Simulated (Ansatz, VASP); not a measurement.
# Two plane-wave programs on SnO2

INCAR

```
PREC     = Accurate       # precision mode
ENCUT    = 520            # plane-wave cutoff, eV
EDIFF    = 1E-7           # SCF threshold, eV
ISMEAR   = 0              # smearing method
SIGMA    = 0.05           # smearing width, eV
LREAL    = False          # projectors in reciprocal space
LASPH    = True           # aspherical terms in the spheres
NELM     = 80             # most SCF steps
ALGO     = Normal         # electronic algorithm
ISIF     = 2              # what is computed and relaxed
LWAVE    = False          # write WAVECAR
LCHARG   = False          # write CHGCAR
GGA      = PE             # functional
IVDW     = 12             # dispersion correction
NBANDS   = 35             # bands
```

The input KPOINTS:

```
regular mesh
0
Gamma
  12 12 4
```

The input POSCAR:

```
SnO2
1.0
    3.2115702651      0.0000000000      0.0000000000
   -1.6057851326      2.7813014356      0.0000000000
    0.0000000000      0.0000000000     10.3427560363
Sn O
2 4
Direct
   -0.0756924478     -0.1513848956      0.4777161461
    0.0000000000      0.0000000000      0.0000000000
    0.6666666667      0.3333333333      0.4018666787
    0.6666666667      0.3333333333      0.0981333213
    0.3333333333      0.6666666667      0.5981333213
    0.3333333333      0.6666666667      0.9018666787
```

Input for Ansatz:

```yaml
crystal:
  lattice:
    - [3.2115702651, 0.0, 0.0]
    - [-1.6057851326, 2.7813014356, 0.0]
    - [0.0, 0.0, 10.3427560363]
  atoms:
    - { symbol: Sn, position: [-0.0756924478, -0.1513848956, 0.4777161461] }
    - { symbol: Sn, position: [0.0, 0.0, 0.0] }
    - { symbol: O, position: [0.6666666667, 0.3333333333, 0.4018666787] }
    - { symbol: O, position: [0.6666666667, 0.3333333333, 0.0981333213] }
    - { symbol: O, position: [0.3333333333, 0.6666666667, 0.5981333213] }
    - { symbol: O, position: [0.3333333333, 0.6666666667, 0.9018666787] }
basis:
  ecutwfc: 420
kpoints:
  mp_grid: { grid: [12, 12, 4] }
hamiltonian:
  xc: pbe
  dispersion: d3bj
scf:
  occupations: { method: gaussian, width: 0.05 }
output:
  forces: true
  stress: true
  eigenvalues: true
```

Alike in both runs: task single point; functional PBE; dispersion D3(BJ); k mesh 12 × 12 × 4; occupations gaussian, width 0.05 eV; no spin polarisation.

|  | VASP | Ansatz |
| --- | --- | --- |
| version | VASP 6.6.1 | Ansatz 0.2.0 |
| potentials or method | VASP PAW PBE potentials, release 64 (Sn_d, O), cutoff 520 eV | scalar-relativistic, plane waves, PAW |
| valence electrons in the cell | 52 | 52 |

Ansatz gave:

- gap on the k mesh at the Fermi level (eV): 1.33
- least direct gap on the mesh (eV): 1.33
- pressure (GPa): 14.0
- traceless stress, the component that is largest in VASP (GPa): 20.24
- rms of the force components (eV/Å): 5.926

Question: Which values does VASP return?

Answer: gap on the k mesh at the Fermi level (eV): 1.31; least direct gap on the mesh (eV): 1.31; pressure (GPa): 13.4; traceless stress, the component that is largest in VASP (GPa): 18.93; rms of the force components (eV/Å): 5.585.

Atom by atom the forces differ by 0.342 eV/Å (rms over components).
